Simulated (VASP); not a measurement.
Ge, 2 atoms in the cell. It takes space group Imma (No. 74, orthorhombic). The conventional cell has a = 4.070 Å, b = 4.115 Å, c = 5.747 Å, α = 90.00°, β = 90.00°, γ = 90.00°. Ge (site symmetry mm2) has 4 Ge at 2.50 Å within 3.3 Å.  This cell differs from its parent crystal: strained cell.

```yaml
Program: VASP 6.6.1
Task: single point
Functional: PBE
Potentials_or_basis: VASP PAW PBE potentials, release 64 (Ge_d)
Cutoff: 500 eV
k_mesh: 10 × 10 × 10
Occupations: gaussian, width 0.1 eV
Spin: no spin polarisation
Dipole_correction: no
Further_INCAR_settings: ALGO = Normal; EDIFF = 1e-06; NBANDS = 21
```

Potentials or basis: VASP PAW PBE potentials, release 64 (Ge_d).

Command:

```console
$ cat potpaw_PBE.64/Ge_d/POTCAR > POTCAR
$ mpirun -np 1 vasp_std > vasp.out
```

Hardware: 1 thread of Intel Xeon 8259CL (shared host).

Problem. How long does it take, and how much memory?

Solution. Run time: 3.3 min on 1 thread of Intel Xeon 8259CL (shared host), peak memory 0.26 GiB. Counts: scf iterations 12, k points 171.
